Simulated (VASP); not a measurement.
Runs of VASP 6.6.1 on CaO. The structure is that of space group P6_3/mmc (No. 194), or close to it. The cells are those of the table. 

```csv
cell,gap on the mesh (eV),pressure (GPa)
"a = 3.992, b = 3.992, c = 4.833 Å, angles 90.0, 90.0, 120.0°, 4 atoms",(a),-6.0
"a = 3.992, b = 3.992, c = 4.881 Å, angles 90.0, 90.0, 120.0°, 4 atoms",2.98,-6.7
"a = 3.992, b = 3.992, c = 4.689 Å, angles 90.0, 90.0, 120.0°, 4 atoms",3.00,(b)
"a = 3.992, b = 3.992, c = 4.928 Å, angles 90.0, 90.0, 120.0°, 4 atoms",(c),-7.4
"a = 3.992, b = 3.992, c = 4.737 Å, angles 90.0, 90.0, 120.0°, 4 atoms",3.00,-4.2
"a = 3.992, b = 3.992, c = 4.785 Å, angles 90.0, 90.0, 120.0°, 4 atoms",3.00,-5.1
"a = 3.992, b = 3.992, c = 4.641 Å, angles 90.0, 90.0, 120.0°, 4 atoms",2.98,-2.0
```

Alike in all rows: task single point; level LDA; potentials or basis VASP PAW LDA potentials, release 64 (Ca_sv, O); no spin polarisation; k mesh 6 × 6 × 4; cutoff (eV) 520; smearing gaussian 0.05 eV.

Estimate the missing entries.

(a) 2.99; (b) -3.2; (c) 2.96.

